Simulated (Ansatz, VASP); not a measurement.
Two plane-wave programs on Pb

```
Pb
1.0
     3.43297    0.00000    0.00000
    -1.71648    2.97304    0.00000
     0.00000    0.00000    5.51445
Pb
2
Direct
  0.66667 0.33333 0.75000
  0.33333 0.66667 0.25000
```

Alike in both runs: task single point; functional PBE0; k mesh 4 × 4 × 4; occupations fermi-dirac, width 0.05 eV; no spin polarisation.

```csv
,VASP,Ansatz
version,VASP 6.6.1,Ansatz 0.2.0
potentials or method,"VASP PAW PBE potentials, release 64 (Pb_d)",Ansatz PAW
plane-wave cutoff (eV),520,420
valence electrons in the cell,28,28
```

```tsv
	VASP	Ansatz	Ansatz less VASP
gap on the k mesh at the Fermi level (eV)	none	none	-
pressure (GPa)	3.3	3.6	+0.30
traceless stress, the component that is largest in VASP (GPa)	-4.62	-4.41	+0.205
```

A gap of «none» marks a metal or a gap that the smearing closes.

The k mesh is coarse, so the values compare programs but aren't converged. Spin-orbit coupling is off throughout.
